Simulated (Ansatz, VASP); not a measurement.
## Ba in VASP and in Ansatz

INCAR

```
SYSTEM = Ba
PREC     = Accurate       ! precision mode
ENCUT    = 520            ! plane-wave cutoff, eV
EDIFF    = 1E-6           ! SCF threshold, eV
ISMEAR   = -1             ! smearing method
SIGMA    = 0.1            ! smearing width, eV
LREAL    = .FALSE.        ! projectors in reciprocal space
LASPH    = .TRUE.         ! aspherical terms in the spheres
NELM     = 60             ! most SCF steps
ALGO     = Normal         ! electronic algorithm
ISIF     = 2              ! what is computed and relaxed
LWAVE    = .FALSE.        ! write WAVECAR
LCHARG   = .FALSE.        ! write CHGCAR
GGA      = CA             ! functional
NBANDS   = 11             ! bands
```

The input KPOINTS:

```
Automatic mesh
0
G
  10 10 10
  0 0 0
```

File POSCAR:

```
Ba
1.0
    0.0000000000      3.1096222836      3.1096222836
    3.1096222836      0.0000000000      3.1096222836
    3.1096222836      3.1096222836      0.0000000000
Ba
1
Direct
    0.0000000000      0.0000000000      0.0000000000
```

Input for Ansatz:

```yaml
crystal:
  lattice:
    - [0.0, 3.1096222836, 3.1096222836]
    - [3.1096222836, 0.0, 3.1096222836]
    - [3.1096222836, 3.1096222836, 0.0]
  atoms:
    - { symbol: Ba, position: [0.0, 0.0, 0.0] }
hamiltonian:
  xc: lda
  pseudopotentials:
    kind: paw
    azcp:
      Ba: "pseudopotentials/Ba.paw.azcp"
basis:
  ecutwfc: 420
  fft_grid_basis: typed
kpoints:
  mp_grid: { grid: [10, 10, 10], shift: [0, 0, 0] }
magnetization:
  spin_polarized: false
scf:
  occupations: { method: fermi_dirac, width: 0.1 }
  lower_state_search: "off"
output:
  stress: true
```

Alike in both runs: task single point; functional LDA; k mesh 10 × 10 × 10; occupations fermi-dirac, width 0.1 eV; no spin polarisation.

|  | VASP | Ansatz |
| --- | --- | --- |
| version | VASP 6.6.1 | Ansatz 0.2.0 |
| potentials or method | VASP PAW LDA potentials, release 64 (Ba_sv), cutoff 520 eV | plane waves (420 eV) with PAW, scalar-relativistic |
| valence electrons in the cell | 10 | 10 |

```csv
,VASP,Ansatz,Ansatz less VASP
pressure (GPa),-0.8,-0.9,-0.05
```

Ansatz warns that its potentials were made for another functional, while VASP's fit it. LDA's correlation is that of Perdew and Zunger in VASP and of Perdew and Wang (1992) in Ansatz.

Neither program's run includes spin-orbit coupling.
